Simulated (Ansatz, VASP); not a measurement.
**One calculation of ZnO, two programs**

The input POSCAR:

```
ZnO
1.0
    3.2309097002      0.0000000000      0.0000000000
   -1.6154548501      2.7980498777      0.0000000000
    0.0000000000      0.0000000000      5.2156080707
Zn O
2 2
Direct
    0.3333333333      0.6666666667     -0.0438675048
    0.6666666667      0.3333333333      0.4561324952
    0.3333333333      0.6666666667      0.4258675048
    0.6666666667      0.3333333333      0.9258675048
```

INCAR.step1

```
SYSTEM = ZnO
PREC     = Accurate       ! precision mode
ENCUT    = 520            ! plane-wave cutoff, eV
ISMEAR   = 0              ! smearing method
SIGMA    = 0.01           ! smearing width, eV
LREAL    = .False.        ! projectors in reciprocal space
LASPH    = .True.         ! aspherical terms in the spheres
NELM     = 100            ! most SCF steps
NBANDS   = 26             ! bands
GGA      = PE             ! functional
ALGO     = Normal         ! electronic algorithm
EDIFF    = 1E-4           ! SCF threshold, eV
LWAVE    = .True.         ! write WAVECAR
LCHARG   = .False.        ! write CHGCAR
```

The input INCAR.step2:

```
SYSTEM = ZnO
PREC     = Accurate       ! precision mode
ENCUT    = 520            ! plane-wave cutoff, eV
EDIFF    = 1E-6           ! SCF threshold, eV
ISMEAR   = 0              ! smearing method
SIGMA    = 0.01           ! smearing width, eV
LREAL    = .False.        ! projectors in reciprocal space
LASPH    = .True.         ! aspherical terms in the spheres
NELM     = 100            ! most SCF steps
ALGO     = Normal         ! electronic algorithm
ISIF     = 2              ! what is computed and relaxed
LWAVE    = .False.        ! write WAVECAR
LCHARG   = .True.         ! write CHGCAR
METAGGA  = R2SCAN         ! meta-GGA
LMIXTAU  = .True.       
LELF     = .True.         ! ELF
LVHAR    = .True.       
NBANDS   = 26             ! bands
ISTART   = 1
```

Contents of KPOINTS:

```
regular mesh
0
Gamma
  9 9 6
  0 0 0
```

Input for Ansatz:

```yaml
crystal:
  lattice:
    - [3.2309097002, 0.0, 0.0]
    - [-1.6154548501, 2.7980498777, 0.0]
    - [0.0, 0.0, 5.2156080707]
  atoms:
    - { symbol: Zn, position: [0.3333333333, 0.6666666667, -0.0438675048] }
    - { symbol: Zn, position: [0.6666666667, 0.3333333333, 0.4561324952] }
    - { symbol: O, position: [0.3333333333, 0.6666666667, 0.4258675048] }
    - { symbol: O, position: [0.6666666667, 0.3333333333, 0.9258675048] }
basis:
  ecutwfc: 500
  xc_grid: 2
kpoints:
  mp_grid: { grid: [9, 9, 6] }
hamiltonian:
  xc: r2scan
  pseudopotentials: { kind: paw, azcp: { folder: soft_1 } }
scf:
  occupations: { method: fixed }
output:
  forces: true
  stress: true
  eigenvalues: true
  polarization: {}
```

Change from the starting cell: polar distortion scaled by 0.25.

Alike in both runs: task single point; functional r2SCAN; k mesh 9 × 9 × 6; no spin polarisation.

|  | VASP | Ansatz |
| --- | --- | --- |
| version | VASP 6.6.1 | Ansatz 0.2.0 |
| potentials or method | VASP PAW PBE potentials, release 64 (Zn, O), cutoff 520 eV | scalar-relativistic, plane waves, PAW |
| occupations | gaussian, width 0.01 eV | fixed |
| valence electrons in the cell | 36 | 36 |

Ansatz gave:

* gap on the k mesh at the Fermi level (eV): 1.29
* least direct gap on the mesh (eV): 1.29
* pressure (GPa): 7.0
* traceless stress, the component that is largest in VASP (GPa): -11.75
* rms of the force components (eV/Å): 0.222

Q: What did VASP give for the same quantities?

A: gap on the k mesh at the Fermi level (eV): 1.31; least direct gap on the mesh (eV): 1.31; pressure (GPa): 8.5; traceless stress, the component that is largest in VASP (GPa): -12.90; rms of the force components (eV/Å): 0.232.

VASP's potentials were made for PBE, not for r2SCAN. Atom by atom the forces differ by 0.009 eV/Å (rms over components).
